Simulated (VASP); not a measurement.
Runs of VASP 6.6.1 on TaN. The structure is that of space group R-3m (No. 166), or close to it. The cells are those of the table. 

| cell | gap on the mesh (eV) | pressure (GPa) |
| --- | --- | --- |
| a = 2.960 Å, angles 68.1°, 2 atoms | none | -6.9 |
| a = 3.281 Å, angles 52.2°, 2 atoms | none | 13.0 |
| a = 3.203 Å, angles 54.7°, 2 atoms | none | 12.3 |
| a = 3.231 Å, angles 54.7°, 2 atoms | none | 2.0 |
| a = 2.981 Å, angles 65.4°, 2 atoms | none | (b) |
| a = 2.934 Å, angles 68.1°, 2 atoms | none | 2.0 |
| a = 2.954 Å, angles 65.4°, 2 atoms | none | (a) |
| a = 3.339 Å, angles 52.2°, 2 atoms | none | -6.2 |
| a = 3.310 Å, angles 52.2°, 2 atoms | none | 2.7 |

Alike in all rows: task single point; level PBEsol; potentials or basis VASP PAW PBE potentials, release 64 (Ta_pv, N); no spin polarisation; k mesh 20 × 20 × 20; cutoff (eV) 520; smearing gaussian 0.15 eV.

Estimate the missing entries.

(a) 12.0; (b) 1.7.

Caveats: the PAW data sets were made with another functional, which shifts forces and pressure a little; spin-orbit coupling is left out, which moves the levels of the heavy elements.

A k mesh can miss the band edges, and the runs leave out spin-orbit coupling on Ta.

A gap of «none» marks levels without a gap at the run's occupations.
